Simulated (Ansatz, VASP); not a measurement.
# Ir3C in VASP and in Ansatz

```
CELL_PARAMETERS angstrom
2.69465 0.00000 0.00000
-1.34733 2.33364 0.00000
0.00000 0.00000 21.27695
ATOMIC_POSITIONS crystal
Ir 0.66667 0.33333 0.18800
Ir 0.33333 0.66667 0.28850
Ir 0.00000 0.00000 0.38901
C 0.33333 0.66667 0.43930
```

Alike in both runs: task single point; functional LDA; k mesh 12 × 12 × 1; occupations gaussian, width 0.1 eV; collinear spin.

|  | VASP | Ansatz |
| --- | --- | --- |
| version | VASP 6.6.1 | Ansatz 0.2.0 |
| potentials or method | VASP PAW LDA potentials, release 64 (Ir, C), cutoff 520 eV | scalar-relativistic, plane waves, PAW |
| valence electrons in the cell | 31 | 55 |

Ansatz gave:

| Quantity | Value |
| --- | --- |
| gap on the k mesh at the Fermi level (eV) | none |
| rms of the force components (eV/Å) | 0.875 |
| net moment per atom (μB) | 0.00 |

What did VASP give for the same quantities?

gap on the k mesh at the Fermi level (eV): none; rms of the force components (eV/Å): 0.996; net moment per atom (μB): 0.00.

Ansatz warns that its potentials were made for another functional, while VASP's fit it. LDA's correlation is that of Perdew and Zunger in VASP and of Perdew and Wang (1992) in Ansatz. Atom by atom the forces differ by 0.171 eV/Å (rms over components). A gap of «none» marks a metal or a gap that the smearing closes. VASP's potentials hold 31 valence electrons a cell and Ansatz's 55, so a difference there can come from the potentials and not from the codes. Ansatz's warnings: seeded moment not kept.

Spin-orbit coupling is off throughout.
